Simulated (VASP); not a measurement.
# NaF (Fm-3m) in VASP: a series of runs, part 2 of 2

VASP 6.6.1. The steps go on from the part before.

**3. Single point, PBE**

INCAR

```
PREC     = Accurate       # precision mode
ENCUT    = 520            # plane-wave cutoff, eV
EDIFF    = 1E-7           # SCF threshold, eV
ISMEAR   = 0              # smearing method
SIGMA    = 0.05           # smearing width, eV
LREAL    = False          # projectors in reciprocal space
LASPH    = True           # aspherical terms in the spheres
NELM     = 100            # most SCF steps
ALGO     = Normal         # electronic algorithm
ISIF     = 2              # what is computed and relaxed
LWAVE    = False          # write WAVECAR
LCHARG   = True           # write CHGCAR
GGA      = PE             # functional
LELF     = True           # ELF
LVHAR    = True         
NBANDS   = 14             # bands
```

KPOINTS

```
regular mesh
0
Gamma
  12 12 12
```

POSCAR

```
NaF
1.0
    0.0000000000      2.3233012604      2.3233012604
    2.3233012604      0.0000000000      2.3233012604
    2.3233012604      2.3233012604      0.0000000000
Na F
1 1
Direct
    0.0000000000      0.0000000000      0.0000000000
    0.5000000000      0.5000000000      0.5000000000
```

Potentials or basis: VASP PAW PBE potentials, release 64 (Na_pv, F).

Launch:

```sh
$ cat potpaw_PBE.64/Na_pv/POTCAR potpaw_PBE.64/F/POTCAR > POTCAR
$ mpirun -np 1 vasp_std > vasp.out
```

OUTCAR:

```text
PREC = Accurate
   ENCUT = 520
   EDIFF = 1E-7
   ISMEAR = 0
   LREAL = False
   LASPH = True
   NELM = 100
   ISIF = 2
   GGA = PE

 ion  position               nearest neighbor table
   1  0.000  0.000  0.000-   2 2.32   2 2.32   2 2.32   2 2.32   2 2.32   2 2.32
   2  0.500  0.500  0.500-   1 2.32   1 2.32   1 2.32   1 2.32   1 2.32   1 2.32

  LATTYP: Found a face centered cubic cell.
 ALAT       =     4.6466025208

  Lattice vectors:

 A1 = (   0.0000000000,   2.3233012604,   2.3233012604)
 A2 = (   2.3233012604,   0.0000000000,   2.3233012604)
 A3 = (   2.3233012604,   2.3233012604,   0.0000000000)

Analysis of symmetry for initial positions (statically):
=====================================================================
 Subroutine PRICEL returns:
 Original cell was already a primitive cell.

 Routine SETGRP: Setting up the symmetry group for a
 face centered cubic supercell.

 Subroutine GETGRP returns: Found 48 space group operations
 (whereof 48 operations were pure point group operations)
 out of a pool of 48 trial point group operations.

The static configuration has the point symmetry O_h .

Analysis of symmetry for dynamics (positions and initial velocities):
=====================================================================
 Subroutine PRICEL returns:
 Original cell was already a primitive cell.

 Routine SETGRP: Setting up the symmetry group for a
 face centered cubic supercell.

 Subroutine GETGRP returns: Found 48 space group operations
 (whereof 48 operations were pure point group operations)
 out of a pool of 48 trial point group operations.

The dynamic configuration has the point symmetry O_h .

 Subroutine INISYM returns: Found 48 space group operations
 (whereof 48 operations are pure point group operations),
 and found     1 'primitive' translations

----------------------------------------------------------------------------------------

                                     Primitive cell

  volume of cell :      25.0811

  direct lattice vectors                    reciprocal lattice vectors
     0.000000000  2.323301260  2.323301260    -0.215211005  0.215211005  0.215211005
     2.323301260  0.000000000  2.323301260     0.215211005 -0.215211005  0.215211005
     2.323301260  2.323301260  0.000000000     0.215211005  0.215211005 -0.215211005

  length of vectors
     3.285644152  3.285644152  3.285644152     0.372756396  0.372756396  0.372756396

  position of ions in fractional coordinates (direct lattice)
     0.000000000  0.000000000  0.000000000
     0.500000000  0.500000000  0.500000000

  ion indices of the primitive-cell ions
   primitive index   ion index
                 1           1
                 2           2

----------------------------------------------------------------------------------------

 KPOINTS: regular mesh

Automatic generation of k-mesh.
 Grid dimensions read from file:
 generate k-points for:   12   12   12

 Generating k-lattice:

  Cartesian coordinates                     Fractional coordinates (reciprocal lattice)
    -0.017934250  0.017934250  0.017934250     0.083333333  0.000000000  0.000000000
     0.017934250 -0.017934250  0.017934250     0.000000000  0.083333333  0.000000000
     0.017934250  0.017934250 -0.017934250     0.000000000  0.000000000  0.083333333

  Length of vectors
     0.031063033  0.031063033  0.031063033

  Shift w.r.t. Gamma in fractional coordinates (k-lattice)
     0.000000000  0.000000000  0.000000000

 Subroutine IBZKPT returns following result:
 ===========================================

 Found     72 irreducible k-points:

 Following reciprocal coordinates:
            Coordinates               Weight
  0.000000  0.000000  0.000000      1.000000
  0.083333  0.000000  0.000000      8.000000
  0.166667  0.000000  0.000000      8.000000
  0.250000  0.000000  0.000000      8.000000
  0.333333  0.000000  0.000000      8.000000
  0.416667  0.000000  0.000000      8.000000
[... 16 lines left out ...]
  0.500000  0.166667  0.000000     24.000000
 -0.416667  0.166667  0.000000     24.000000
 [... further k-points ...]
   k-points           NKPTS =     72   k-points in BZ     NKDIM =     72   number of bands    NBANDS=     14
   number of dos      NEDOS =    301   number of ions     NIONS =      2
   total plane-waves  NPLWV =  13824
   dimension x,y,z NGX =    24 NGY =   24 NGZ =   24
   dimension x,y,z NGXF=    48 NGYF=   48 NGZF=   48
   ions per type =               1   1
   NGX,Y,Z   is equivalent  to a cutoff of  12.14, 12.14, 12.14 a.u.
   NGXF,Y,Z  is equivalent  to a cutoff of  24.29, 24.29, 24.29 a.u.
 SYSTEM =  unknown system
   PREC   = accura    normal or accurate (medium, high low for compatibility)
   ISTART =      0    job   : 0-new  1-cont  2-samecut
   ICHARG =      2    charge: 1-file 2-atom 10-const
   ISPIN  =      1    spin polarized calculation?
   LNONCOLLINEAR =      F non collinear calculations
   LSORBIT =      F    spin-orbit coupling
   LASPH  =      T    aspherical Exc in radial PAW
   ENCUT  =  520.0 eV  38.22 Ry    6.18 a.u.   6.11  6.11  6.11*2*pi/ulx,y,z
   NELM   =    100;   NELMIN=  2; NELMDL= -5     # of ELM steps
   EDIFF  = 0.1E-06   stopping-criterion for ELM
   LREAL  =      F    real-space projection
   EDIFFG = 0.1E-05   stopping-criterion for IOM
   NSW    =      0    number of steps for IOM
   IBRION =     -1    ionic relax: 0-MD 1-quasi-New 2-CG
   NFREE  =      0    steps in history (QN), initial steepest desc. (CG)
   ISIF   =      2    stress and relaxation
   ISYM   =      2    0-nonsym 1-usesym 2-fastsym
   POTIM  = 0.5000    time-step for ionic-motion
   TEBEG  =    0.0;   TEEND  =   0.0 temperature during run
   PSTRESS=    0.0 pullay stress
   NELECT =      14.0000    total number of electrons
   NUPDOWN=      -1.0000    fix difference up-down
   EMIN   =  10.00;   EMAX   =-10.00  energy-range for DOS
   EFERMI =   0.00;   METHOD = LEGACY
   ISMEAR =     0;   SIGMA  =   0.05  broadening in eV -4-tet -1-fermi 0-gaus
   EFERMI_NEDOS =   21; number of points for ismear=-14 and -15
   IALGO  =     38    algorithm
   IMIX   =      4    mixing-type and parameters
     AMIX     =   0.40;   BMIX     =  1.00
     AMIX_MAG =   1.60;   BMIX_MAG =  1.00
  volume/ion in A,a.u.               =      12.54        84.63
  Fermi-wavevector in a.u.,A,eV,Ry     =   1.347934  2.547226 24.720782  1.816926
  Thomas-Fermi vector in A             =   2.475644
   LORBIT       =      0    0 simple, 1 ext, 2 COOP (PROOUT), +10 PAW based schemes
   GGA     = PE    functional components
   LHFCALC =     F    Hartree Fock is set to
   AEXX    =    0.0000 exact exchange contribution
   IVDW    =     0    specifies the selected vdW correction
   LEPSILON=     F    determine dielectric tensor
   LRPA    =     F    only Hartree local field effects (RPA)
 non-spin polarized calculation
 Gauss-broadening in eV      SIGMA  =   0.05
  energy-cutoff  :      520.00
  volume of cell :       25.08
 maximum number of plane-waves:       692
   NGX = 13   NGY = 13   NGZ = 13

 number of electron      13.9999982 magnetization

 Free energy of the ion-electron system (eV)
  ---------------------------------------------------
  ext. energy  EPLUGINS =         0.00000000
  ---------------------------------------------------
  free energy    TOTEN  =        -8.56410989 eV

  energy without entropy =       -8.56410989  energy(sigma->0) =       -8.56410989

 E-fermi :  -1.7886     XC(G=0):  -9.1161

 val. band max:       -2.1193495174   @ k =   0.0000   0.0000   0.0000
 cond. band min:       4.1363774770   @ k =   0.0000   0.0000   0.0000
 fundamental gap:      6.2557269944
 Fermi energy:        -1.7885775788

 k-point     1 :       0.0000    0.0000    0.0000
  band No.  band energies     occupation
      1     -21.2784      2.00000
      2     -21.0905      2.00000
      3     -21.0905      2.00000
      4     -21.0905      2.00000
      5      -2.1194      2.00000
      6      -2.1193      2.00000
      7      -2.1193      2.00000
      8       4.1364      0.00000
      9      16.7985      0.00000
     10      16.7985      0.00000
     11      16.7986      0.00000
     12      19.6452      0.00000
     13      21.8118      0.00000
     14      21.8118      0.00000
[... 375 lines left out ...]
 k-point    24 :      -0.4167    0.1667    0.0000
  band No.  band energies     occupation
      1     -21.8204      2.00000
      2     -21.1326      2.00000
      3     -21.1082      2.00000
      4     -20.3989      2.00000
      5      -3.5103      2.00000
      6      -2.5933      2.00000
      7      -2.4007      2.00000
      8       9.1288      0.00000
      9      10.5331      0.00000
     10      15.5502      0.00000
     11      17.8982      0.00000
     12      19.1476      0.00000
     13      21.3243      0.00000
     14      24.1570      0.00000

 [... further k-points ...]
[... 5 lines left out ...]
  --------------------------------------------------------------------------------------
  -------------------------------------------------------------------------------------
  Total        0.2476668      0.2476668      0.2476668      0.0000000      0.0000000      0.0000000
  in kB       15.8209226     15.8209226     15.8209226      0.0000000      0.0000000      0.0000000
  external PRESSURE =      15.8209226 kB  Pullay stress =       0.0000000 kB

 VOLUME and BASIS-vectors are now :
 -----------------------------------------------------------------------------
  energy-cutoff  :      520.00
  volume of cell :       25.08
      direct lattice vectors                 reciprocal lattice vectors
     0.000000000  2.323301260  2.323301260    -0.215211005  0.215211005  0.215211005
     2.323301260  0.000000000  2.323301260     0.215211005 -0.215211005  0.215211005
     2.323301260  2.323301260  0.000000000     0.215211005  0.215211005 -0.215211005

 POSITION                                       TOTAL-FORCE (eV/Angst)
 -----------------------------------------------------------------------------------
      0.00000      0.00000      0.00000         0.000000     -0.000000      0.000000
      2.32330      2.32330      2.32330        -0.000000      0.000000     -0.000000
 -----------------------------------------------------------------------------------
    total drift:                                0.000000     -0.000000      0.000000

  FREE ENERGIE OF THE ION-ELECTRON SYSTEM (eV)
  ---------------------------------------------------
  free  energy   TOTEN  =        -8.5641098896 eV

  energy  without entropy=       -8.5641098896  energy(sigma->0) =       -8.56410989
```

Wall time 15 s (1 thread of Intel Xeon Platinum 8259CL at 2.50GHz (Skylake/Cascade Lake), shared host); peak memory 0.14 GiB.

What came out:

```yaml
Free_energy: -8.5641 eV
Pressure: 1.6 GPa
Band_gap_on_the_k_mesh: 6.26 eV, direct
```

A k mesh can miss the band edges. A hybrid or GW would open this gap; PBE tends to underestimate it.
